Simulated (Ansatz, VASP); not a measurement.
**Two plane-wave programs on ZrB2**

```
CELL_PARAMETERS angstrom
3.16752 0.00000 0.00000
-1.58376 2.74316 0.00000
0.00000 0.00000 3.55239
ATOMIC_POSITIONS crystal
Zr 0.00000 0.00000 0.00000
B 0.33333 0.66667 0.50000
B 0.66667 0.33333 0.50000
```

Alike in both runs: task relaxation of cell and atoms; functional PBE; k mesh 12 × 12 × 10; occupations gaussian, width 0.1 eV; no spin polarisation.

|  | VASP | Ansatz |
| --- | --- | --- |
| version | VASP 6.6.1 | Ansatz 0.2.0 |
| potentials or method | VASP PAW PBE potentials, release 64 (Zr_sv, B), cutoff 600 eV | scalar-relativistic, plane waves, PAW |
| valence electrons in the cell | 18 | 18 |

```csv
,VASP,Ansatz,Ansatz less VASP
"gap on the k mesh at the Fermi level, each at its own relaxed structure (eV)",none,none,-
relaxed volume (Å³/atom),10.29,10.28,-0.006
relaxed cell length with the largest relative difference (Å),3.545,3.544,-0.0011
```

A gap of «none» marks a metal or a gap that the smearing closes.
